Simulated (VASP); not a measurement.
# Sc3W (P2_1/m) in VASP: single point with PBE

Aim: the single point of Sc3W with PBE.

Everything below comes from runs of VASP 6.6.1. Logs are shortened: lines on timing, memory, paths and dates and some standing lists are left out, and cuts for length are marked.

## 1. The cell of the first run

The structure is monoclinic, space group P2_1/m (No. 11). The conventional cell has a = 5.472 Å, b = 4.896 Å, c = 6.211 Å, α = 90.00°, β = 92.63°, γ = 90.00°. Sc (site symmetry m) has 4 W at 2.95 to 3.13 Å and 8 Sc at 3.07 to 3.24 Å within 3.9 Å. Sc (site symmetry m) has 8 Sc at 2.96 to 3.24 Å and 4 W at 3.01 to 3.39 Å within 3.9 Å. Sc (site symmetry m) has 8 Sc at 2.96 to 3.24 Å and 4 W at 3.06 to 3.13 Å within 3.9 Å. Within 3.9 Å of W (site symmetry m) lie 12 Sc at 2.95 to 3.39 Å.

## 2. Single point, PBE

The input, INCAR:

```
SYSTEM = Sc3W
PREC     = Accurate       ! precision mode
ENCUT    = 500            ! plane-wave cutoff, eV
EDIFF    = 1E-6           ! SCF threshold, eV
ISMEAR   = 0              ! smearing method
SIGMA    = 0.1            ! smearing width, eV
LREAL    = .False.        ! projectors in reciprocal space
LASPH    = .True.         ! aspherical terms in the spheres
NELM     = 120            ! most SCF steps
ALGO     = Normal         ! electronic algorithm
ISIF     = 2              ! what is computed and relaxed
LWAVE    = .False.        ! write WAVECAR
LCHARG   = .False.        ! write CHGCAR
GGA      = PE             ! functional
NBANDS   = 57             ! bands
GGA_COMPAT= .False.
```

The input, KPOINTS:

```
Automatic mesh
0
Gamma
  4 4 4
  0 0 0
```

The input, POSCAR:

```
Sc3W
1.0
    5.4720768260      0.0000000000      0.0000000000
    0.0000000000      4.8963515684      0.0000000000
   -0.2854987319      0.0000000000      6.2046090222
Sc W
6 2
Direct
    0.8271300114      0.2500000000      0.5042461088
    0.8386261216      0.2500000000      0.9992653721
    0.1728699886      0.7500000000      0.4957538912
    0.6449020280      0.7500000000      0.2356649903
    0.3550979720      0.2500000000      0.7643350097
    0.1613738784      0.7500000000      0.0007346279
    0.6887253787      0.7500000000      0.7341853770
    0.3112746213      0.2500000000      0.2658146230
```

Potentials or basis: VASP PAW PBE potentials, release 64 (Sc_sv, W_sv).

Started as:

```sh
cat potpaw_PBE.64/Sc_sv/POTCAR potpaw_PBE.64/W_sv/POTCAR > POTCAR
mpirun -np 1 vasp_std > vasp.out
```

OUTCAR:

```text
SYSTEM = Sc3W
   PREC = Accurate
   ENCUT = 500
   EDIFF = 1E-6
   ISMEAR = 0
   LREAL = .False.
   LASPH = .True.
   NELM = 120
   ISIF = 2
   GGA = PE

 ion  position               nearest neighbor table
   1  0.827  0.250  0.504-   7 2.95   7 2.95   2 3.07   8 3.09   3 3.10   3 3.10   4 3.10   4 3.10
                             5 3.11   8 3.13   2 3.14   5 3.24
   2  0.839  0.250  0.999-   5 2.96   8 3.01   6 3.02   6 3.02   7 3.04   7 3.04   4 3.07   4 3.07
                             1 3.07   1 3.14   5 3.24   8 3.39
   3  0.173  0.750  0.496-   8 2.95   8 2.95   6 3.07   7 3.09   1 3.10   1 3.10   5 3.10   5 3.10
                             4 3.11   7 3.13   6 3.14   4 3.24
   4  0.645  0.750  0.236-   6 2.96   8 3.06   8 3.06   2 3.07   2 3.07   7 3.09   1 3.10   1 3.10
                             3 3.11   7 3.13   6 3.24   3 3.24
   5  0.355  0.250  0.764-   2 2.96   7 3.06   7 3.06   6 3.07   6 3.07   8 3.09   3 3.10   3 3.10
                             1 3.11   8 3.13   2 3.24   1 3.24
   6  0.161  0.750  0.001-   4 2.96   7 3.01   2 3.02   2 3.02   8 3.04   8 3.04   5 3.07   5 3.07
                             3 3.07   3 3.14   4 3.24   7 3.39
   7  0.689  0.750  0.734-   1 2.95   1 2.95   6 3.01   2 3.04   2 3.04   5 3.06   5 3.06   3 3.09
                             4 3.09   3 3.13   4 3.13   6 3.39
   8  0.311  0.250  0.266-   3 2.95   3 2.95   2 3.01   6 3.04   6 3.04   4 3.06   4 3.06   1 3.09
                             5 3.09   1 3.13   5 3.13   2 3.39

  LATTYP: Found a simple monoclinic cell.
 ALAT       =     5.4720768260
 B/A-ratio  =     0.8947885280
 C/A-ratio  =     1.1350670344
 COS(beta)  =    -0.0459653410

  Lattice vectors:

 A1 = (   5.4720768260,   0.0000000000,   0.0000000000)
 A2 = (   0.0000000000,   4.8963515684,   0.0000000000)
 A3 = (  -0.2854987319,   0.0000000000,   6.2046090222)

Analysis of symmetry for initial positions (statically):
=====================================================================
 Subroutine PRICEL returns:
 Original cell was already a primitive cell.

 Routine SETGRP: Setting up the symmetry group for a
 simple monoclinic supercell.

 Subroutine GETGRP returns: Found  4 space group operations
 (whereof  2 operations were pure point group operations)
 out of a pool of  4 trial point group operations.

The static configuration has the point symmetry S_2 .
 The point group associated with its full space group is C_2h.

Analysis of symmetry for dynamics (positions and initial velocities):
=====================================================================
 Subroutine PRICEL returns:
 Original cell was already a primitive cell.

 Routine SETGRP: Setting up the symmetry group for a
 simple monoclinic supercell.

 Subroutine GETGRP returns: Found  4 space group operations
 (whereof  2 operations were pure point group operations)
 out of a pool of  4 trial point group operations.

The dynamic configuration has the point symmetry S_2 .
 The point group associated with its full space group is C_2h.

 Subroutine INISYM returns: Found  4 space group operations
 (whereof  2 operations are pure point group operations),
 and found     1 'primitive' translations

----------------------------------------------------------------------------------------

                                     Primitive cell

  volume of cell :     166.2414

  direct lattice vectors                    reciprocal lattice vectors
     5.472076826  0.000000000  0.000000000     0.182745972  0.000000000  0.008408869
     0.000000000  4.896351568  0.000000000     0.000000000  0.204233701  0.000000000
    -0.285498732  0.000000000  6.204609022     0.000000000  0.000000000  0.161170510

  length of vectors
     5.472076826  4.896351568  6.211174015     0.182939333  0.204233701  0.161170510

  position of ions in fractional coordinates (direct lattice)
     0.827130011  0.250000000  0.504246109
     0.838626122  0.250000000  0.999265372
     0.172869989  0.750000000  0.495753891
     0.644902028  0.750000000  0.235664990
     0.355097972  0.250000000  0.764335010
     0.161373878  0.750000000  0.000734628
     0.688725379  0.750000000  0.734185377
     0.311274621  0.250000000  0.265814623

  ion indices of the primitive-cell ions
   primitive index   ion index
                 1           1
                 2           2
                 3           3
                 4           4
                 5           5
                 6           6
                 7           7
                 8           8

----------------------------------------------------------------------------------------

 KPOINTS: Automatic mesh

Automatic generation of k-mesh.
 Grid dimensions read from file:
 generate k-points for:    4    4    4

 Generating k-lattice:

  Cartesian coordinates                     Fractional coordinates (reciprocal lattice)
     0.045686493  0.000000000  0.002102217     0.250000000  0.000000000  0.000000000
     0.000000000  0.051058425  0.000000000     0.000000000  0.250000000  0.000000000
     0.000000000  0.000000000  0.040292627     0.000000000  0.000000000  0.250000000

  Length of vectors
     0.045734833  0.051058425  0.040292627

  Shift w.r.t. Gamma in fractional coordinates (k-lattice)
     0.000000000  0.000000000  0.000000000

 Subroutine IBZKPT returns following result:
 ===========================================

 Found     30 irreducible k-points:

 Following reciprocal coordinates:
            Coordinates               Weight
  0.000000  0.000000  0.000000      1.000000
  0.250000  0.000000  0.000000      2.000000
  0.500000  0.000000  0.000000      1.000000
  0.000000  0.250000  0.000000      2.000000
  0.250000  0.250000  0.000000      4.000000
  0.500000  0.250000  0.000000      2.000000
[... 16 lines left out ...]
  0.250000  0.000000  0.500000      2.000000
  0.500000  0.000000  0.500000      1.000000
 [... further k-points ...]
   k-points           NKPTS =     30   k-points in BZ     NKDIM =     30   number of bands    NBANDS=     57
   number of dos      NEDOS =    301   number of ions     NIONS =      8
   total plane-waves  NPLWV =  69120
   dimension x,y,z NGX =    40 NGY =   36 NGZ =   48
   dimension x,y,z NGXF=    80 NGYF=   72 NGZF=   96
   ions per type =               6   2
   NGX,Y,Z   is equivalent  to a cutoff of  12.15, 12.22, 12.85 a.u.
   NGXF,Y,Z  is equivalent  to a cutoff of  24.30, 24.45, 25.69 a.u.
 SYSTEM =  Sc3W
   PREC   = accura    normal or accurate (medium, high low for compatibility)
   ISTART =      0    job   : 0-new  1-cont  2-samecut
   ICHARG =      2    charge: 1-file 2-atom 10-const
   ISPIN  =      1    spin polarized calculation?
   LNONCOLLINEAR =      F non collinear calculations
   LSORBIT =      F    spin-orbit coupling
   LASPH  =      T    aspherical Exc in radial PAW
   ENCUT  =  500.0 eV  36.75 Ry    6.06 a.u.   9.98  8.93 11.32*2*pi/ulx,y,z
   NELM   =    120;   NELMIN=  2; NELMDL= -5     # of ELM steps
   EDIFF  = 0.1E-05   stopping-criterion for ELM
   LREAL  =      F    real-space projection
   EDIFFG = 0.1E-04   stopping-criterion for IOM
   NSW    =      0    number of steps for IOM
   IBRION =     -1    ionic relax: 0-MD 1-quasi-New 2-CG
   NFREE  =      0    steps in history (QN), initial steepest desc. (CG)
   ISIF   =      2    stress and relaxation
   ISYM   =      2    0-nonsym 1-usesym 2-fastsym
   POTIM  = 0.5000    time-step for ionic-motion
   TEBEG  =    0.0;   TEEND  =   0.0 temperature during run
   PSTRESS=    0.0 pullay stress
   NELECT =      94.0000    total number of electrons
   NUPDOWN=      -1.0000    fix difference up-down
   EMIN   =  10.00;   EMAX   =-10.00  energy-range for DOS
   EFERMI =   0.00;   METHOD = LEGACY
   ISMEAR =     0;   SIGMA  =   0.10  broadening in eV -4-tet -1-fermi 0-gaus
   EFERMI_NEDOS =   21; number of points for ismear=-14 and -15
   IALGO  =     38    algorithm
   IMIX   =      4    mixing-type and parameters
     AMIX     =   0.40;   BMIX     =  1.00
     AMIX_MAG =   1.60;   BMIX_MAG =  1.00
  volume/ion in A,a.u.               =      20.78       140.23
  Fermi-wavevector in a.u.,A,eV,Ry     =   1.353748  2.558212 24.934482  1.832633
  Thomas-Fermi vector in A             =   2.480977
   LORBIT       =      0    0 simple, 1 ext, 2 COOP (PROOUT), +10 PAW based schemes
   GGA     = PE    functional components
   LHFCALC =     F    Hartree Fock is set to
   AEXX    =    0.0000 exact exchange contribution
   IVDW    =     0    specifies the selected vdW correction
   LEPSILON=     F    determine dielectric tensor
   LRPA    =     F    only Hartree local field effects (RPA)
 non-spin polarized calculation
 Gauss-broadening in eV      SIGMA  =   0.10
  energy-cutoff  :      500.00
  volume of cell :      166.24
 maximum number of plane-waves:      4248
   NGX = 19   NGY = 17   NGZ = 23

 number of electron      93.9999997 magnetization

 Free energy of the ion-electron system (eV)
  ---------------------------------------------------
  ext. energy  EPLUGINS =         0.00000000
  ---------------------------------------------------
  free energy    TOTEN  =       -61.93680416 eV

  energy without entropy =      -61.91046885  energy(sigma->0) =      -61.92363651

 E-fermi :   5.3998     XC(G=0): -10.9624

 val. band max:        5.3870691566   @ k =   0.0000   0.2500   0.0000
 cond. band min:       5.4141784804   @ k =   0.5000   0.0000   0.0000
 fundamental gap:      0.0271093238
 Fermi energy:         5.3997950590

 k-point     1 :       0.0000    0.0000    0.0000
  band No.  band energies     occupation
      1     -67.9355      2.00000
      2     -67.9354      2.00000
      3     -43.8223      2.00000
      4     -43.8032      2.00000
      5     -43.6456      2.00000
      6     -43.6248      2.00000
[... 49 lines left out ...]
     56       6.9922      0.00000
     57       7.1501      0.00000

 k-point     2 :       0.2500    0.0000    0.0000
  band No.  band energies     occupation
      1     -67.9355      2.00000
      2     -67.9354      2.00000
      3     -43.8178      2.00000
      4     -43.8037      2.00000
      5     -43.6542      2.00000
      6     -43.6245      2.00000
[... 1314 lines left out ...]
      1     -67.9354      2.00000
      2     -67.9354      2.00000
      3     -43.8101      2.00000
      4     -43.8066      2.00000
      5     -43.6489      2.00000
      6     -43.6380      2.00000
[... 49 lines left out ...]
     56       6.8725      0.00000
     57       6.9683      0.00000

 [... further k-points ...]

------------------------ aborting loop because EDIFF is reached ----------------------------------------

  FORCE on cell =-STRESS in cart. coord.  units (eV):
  Direction    XX          YY          ZZ          XY          YZ          ZX
  --------------------------------------------------------------------------------------
  -------------------------------------------------------------------------------------
  Total        0.1006227      0.0989552      0.0642924      0.0000000      0.0000000     -0.0080256
  in kB        0.9697670      0.9536958      0.6196282      0.0000000      0.0000000     -0.0773480
  external PRESSURE =       0.8476970 kB  Pullay stress =       0.0000000 kB

 VOLUME and BASIS-vectors are now :
 -----------------------------------------------------------------------------
  energy-cutoff  :      500.00
  volume of cell :      166.24
      direct lattice vectors                 reciprocal lattice vectors
     5.472076826  0.000000000  0.000000000     0.182745972  0.000000000  0.008408869
     0.000000000  4.896351568  0.000000000     0.000000000  0.204233701  0.000000000
    -0.285498732  0.000000000  6.204609022     0.000000000  0.000000000  0.161170510

 POSITION                                       TOTAL-FORCE (eV/Angst)
 -----------------------------------------------------------------------------------
      4.38216      1.22409      3.12865        -0.007155     -0.000000     -0.002418
      4.30374      1.22409      6.20005        -0.009258     -0.000000      0.001814
      0.80442      3.67226      3.07596         0.007155     -0.000000      0.002418
      3.46167      3.67226      1.46221        -0.007859      0.000000      0.000057
      1.72491      1.22409      4.74240         0.007859     -0.000000     -0.000057
      0.88284      3.67226      0.00456         0.009258      0.000000     -0.001814
      3.55915      3.67226      4.55533        -0.014049     -0.000000      0.003920
      1.62743      1.22409      1.64928         0.014049      0.000000     -0.003920
 -----------------------------------------------------------------------------------
    total drift:                                0.000000      0.000000      0.000000

  FREE ENERGIE OF THE ION-ELECTRON SYSTEM (eV)
  ---------------------------------------------------
  free  energy   TOTEN  =       -61.9368041634 eV

  energy  without entropy=      -61.9104688478  energy(sigma->0) =      -61.92363651
```

Run time: 9.5 min. Hardware: 1 thread of Intel Xeon 8259CL, shared host; peak memory 0.37 GiB.

What came out:

| Item | Value |
| --- | --- |
| Free energy | -61.9368 eV |
| Pressure | 0.1 GPa |
| Largest force | 0.015 eV/Å |
| Band gap on the k mesh | zero (bands 47 and 48 overlap by 0.42 eV) |

Forces in eV/Å, atoms in the order of the input:
```
Sc  -0.007  0.000 -0.002
Sc  -0.009  0.000  0.002
Sc   0.007  0.000  0.002
Sc  -0.008  0.000  0.000
Sc   0.008  0.000  0.000
Sc   0.009  0.000 -0.002
W   -0.014  0.000  0.004
W    0.014  0.000 -0.004
```

Caveat: spin-orbit coupling is left out, which moves the levels of the heavy elements.
